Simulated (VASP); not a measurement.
Here is a VASP 6.6.1 calculation.

The input INCAR:

```
SYSTEM = InP
ALGO     = Normal         ! electronic algorithm
EDIFF    = 1E-6           ! SCF threshold, eV
EDIFFG   = -0.02          ! ionic threshold
ENCUT    = 600            ! plane-wave cutoff, eV
GGA      = RP             ! functional
IBRION   = 2              ! ionic algorithm
ISIF     = 3              ! what is computed and relaxed
ISMEAR   = -1             ! smearing method
LASPH    = .TRUE.         ! aspherical terms in the spheres
LCHARG   = .FALSE.        ! write CHGCAR
LREAL    = .FALSE.        ! projectors in reciprocal space
LWAVE    = .FALSE.        ! write WAVECAR
NELM     = 80             ! most SCF steps
NSW      = 80             ! ionic steps
PREC     = Accurate       ! precision mode
SIGMA    = 0.05           ! smearing width, eV
```

Contents of KPOINTS:

```
k-points
0
G
  8 8 8
  0 0 0
```

The input POSCAR:

```
InP
1.0
    0.0000000000      2.9305000000      2.9305000000
    2.9305000000      0.0000000000      2.9305000000
    2.9305000000      2.9305000000      0.0000000000
In P
1 1
Direct
    0.0000000000      0.0000000000      0.0000000000
    0.7500000000      0.7500000000      0.7500000000
```

Potentials or basis: VASP PAW PBE potentials, release 64 (In_d, P).

Launch:

```bash
$ cat potpaw_PBE.64/In_d/POTCAR potpaw_PBE.64/P/POTCAR > POTCAR
$ mpirun -np 1 vasp_std > vasp.out
```

Task: What does it give for the relaxed cell?

Result: a = 4.254 Å, b = 4.254 Å, c = 4.254 Å, α = 60.00°, β = 60.00°, γ = 60.00°.

Task: Estimate the relaxed volume.

Result: 27.21 Å³/atom.

Task: Estimate the space group after relaxing (to 0.05 Å).

Result: F-43m (No. 216).

Task: Predict the band gap on the k mesh.

Result: 0.42 eV, direct.

Step by step:
| step | energy change (eV) | largest force (eV/Å) | pressure (GPa) | volume (Å³) |
| --- | --- | --- | --- | --- |
| 1 | 0.0000 | 0.0000 | 5.13 | 50.33 |
| 2 | -0.0491 | 0.0000 | -1.80 | 56.43 |
| 3 | -0.0607 | 0.0000 | 0.01 | 54.42 |

Caveat: the PAW data sets were made with another functional, which shifts forces and pressure a little; spin-orbit coupling is left out, which moves the levels of the heavy elements. Zero-point motion and thermal expansion aren't in these numbers.
